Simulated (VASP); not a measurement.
A run of VASP 6.6.1 is set up as follows.

Contents of POSCAR:

```
H4CO
1.0
    8.0548320000      0.0000000000      0.0000000000
    0.0000000000      8.0548320000      0.0000000000
    0.0000000000      0.0000000000      8.0548320000
C O H
6 6 24
Direct
    0.7585260624      0.5879700533      0.2310166121
    0.1342051578      0.7901344187      0.7279481434
    0.3361957146      0.2649589712      0.4700780848
    0.5562623777      0.1441494993     -0.0414409636
    0.6112107614      0.6090505674      0.6983013426
    0.2886093714      0.8406630951      0.3092553637
    0.6147490103      0.5309111351      0.3107079080
    0.0645326929      0.6747006021      0.6157546178
    0.3107327378      0.2598440290      0.2958969225
    0.5667405602      0.0915351183      0.1273769583
    0.7451552062      0.5338038087      0.6179768864
    0.3028492711      0.6826088986      0.3714416390
    0.8084339934      0.5037349010      0.1428955936
    0.6551347067      0.5272735670      0.4250367978
    0.7360674934      0.7035652637      0.1559809069
    0.8696519058      0.6048046688      0.3176726715
    0.0297337052      0.8796831517      0.7471664213
    0.1493389310      0.6569472833      0.5342135007
    0.1685572089      0.7417535214      0.8462001442
    0.2304206965      0.8738853895      0.6824847495
    0.2965673275      0.1400774094      0.5137289021
    0.3379338017      0.3684868909      0.2541704160
    0.4732811311      0.2553374173      0.5079063102
    0.2639161189      0.3628256927      0.5331209887
    0.6344142249      0.0637753835     -0.1213433129
    0.4836103348      0.1502576342      0.1875023588
    0.4310952730      0.1237021455     -0.0863332718
    0.6150717979      0.2662873664     -0.0533468606
    0.4924125047      0.5427673724      0.6730245895
    0.8430343426      0.6073000654      0.6191314729
    0.6333837875      0.6153200961      0.8244368101
    0.6091250569      0.7374952078      0.6490141570
    0.1781911777      0.8960584156      0.3533531177
    0.4050487956      0.6289392504      0.3437191490
    0.3937139844      0.9152270339      0.3501624863
    0.2817811718      0.8413459151      0.1763289414
```

INCAR.step1

```
SYSTEM = H4CO
  PREC = Accurate
  ENCUT = 520
  ISMEAR = -1
  SIGMA = 0.02
  LREAL = Auto
  LASPH = .True.
  NELM = 60
  NBANDS = 66
  GGA = PE
  ALGO = Normal
  EDIFF = 1E-4
  LWAVE = .True.
  LCHARG = .False.
```

File INCAR.step2:

```
SYSTEM = H4CO
  PREC = Accurate
  ENCUT = 520
  EDIFF = 1E-6
  ISMEAR = -1
  SIGMA = 0.02
  LREAL = Auto
  LASPH = .True.
  NELM = 60
  ALGO = Normal
  ISIF = 2
  LWAVE = .False.
  LCHARG = .True.
  METAGGA = R2SCAN
  LMIXTAU = .True.
  IVDW = 12
  VDW_S6 = 1.0
  VDW_S8 = 0.78981345
  VDW_A1 = 0.49484001
  VDW_A2 = 5.73083694
  LELF = .True.
  LVHAR = .True.
  NBANDS = 66
  ISTART = 1
```

File KPOINTS:

```
regular mesh
0
Gamma
  1 1 1
  0 0 0
```

Potentials or basis: VASP PAW PBE potentials, release 64 (C, O, H).

Launch:

```bash
$ cat potpaw_PBE.64/C/POTCAR potpaw_PBE.64/O/POTCAR potpaw_PBE.64/H/POTCAR > POTCAR
$ cp INCAR.step1 INCAR
$ mpirun -np 1 vasp_gam > vasp.out
$ cp INCAR.step2 INCAR
$ mpirun -np 1 vasp_gam > vasp.out
```

Estimate the largest force.

3.151 eV/Å.

What does it give for the pressure?

0.6 GPa.

What does it give for the dispersion energy per atom?

-0.013 eV.

Predict the band gap on the k mesh.

5.23 eV.

Forces on the atoms (eV/Å):
```
C    1.649  1.806 -0.564
C   -2.162  2.293  0.047
C    1.031 -1.873  1.090
C    1.125 -0.784  0.173
C   -0.827  1.256 -1.928
C    1.126  1.035 -0.483
O   -0.262  0.020  0.299
O    0.286 -0.204  0.241
O    0.123  0.288 -0.099
O    0.964 -0.790 -0.768
O    0.937 -0.926 -0.835
O   -1.277 -1.926  1.266
H   -0.010 -1.273 -0.839
H   -0.235 -0.432  0.630
H    0.063 -0.409  0.894
H   -1.351  0.235 -0.468
H    0.546 -0.300  0.503
H    0.506 -0.511 -0.990
H    0.320 -0.714  0.676
H    0.431 -0.568 -0.534
H   -0.434  0.708 -0.015
H    0.051  0.232 -0.197
H   -1.144  0.968 -0.545
H    0.412 -0.215 -0.186
H   -0.112 -0.040  0.569
H   -0.777  0.502  0.566
H   -0.416  0.755 -0.301
H   -0.753  0.313 -0.295
H    0.746  0.322 -0.018
H   -0.139 -0.448  0.081
H    0.138  0.022  2.465
H   -0.831 -0.168  0.343
H   -1.116  0.409  0.576
H    1.112 -0.039 -0.327
H    0.135  0.329 -0.183
H    0.146  0.126 -0.843
```

Caveat: the k points lie up to 0.78 Å⁻¹ apart; the atoms stand as in a frame of molecular dynamics; the PAW data sets were made with another functional, which shifts forces and pressure a little.
